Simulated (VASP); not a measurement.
A run of VASP 6.6.1 is set up as follows.

INCAR

```
  ALGO = Normal
  EDIFF = 1E-7
  ENCUT = 520
  GGA = PE
  ISIF = 2
  ISMEAR = 0
  LASPH = True
  LCHARG = False
  LREAL = False
  LWAVE = False
  NBANDS = 27
  NELM = 60
  PREC = Accurate
  SIGMA = 0.1
```

Contents of KPOINTS:

```
k-points
0
Gamma
  12 12 12
```

File POSCAR:

```
Y3N
1.0
    0.0000000000      3.6067064110      3.6067064110
    3.6067064110      0.0000000000      3.6067064110
    3.6067064110      3.6067064110      0.0000000000
Y N
3 1
Direct
    0.2500000000      0.2500000000      0.2500000000
    0.7500000000      0.7500000000      0.7500000000
    0.5000000000      0.5000000000      0.5000000000
    0.0000000000      0.0000000000      0.0000000000
```

Potentials or basis: VASP PAW PBE potentials, release 64 (Y_sv, N).

Command:

```sh
$ cat potpaw_PBE.64/Y_sv/POTCAR potpaw_PBE.64/N/POTCAR > POTCAR
$ mpirun -np 1 vasp_std > vasp.out
```

Question: Estimate the band gap on the k mesh.

Answer: Zero (bands 19 and 20 overlap by 0.45 eV).

Question: Predict the pressure.

Answer: -0.1 GPa.
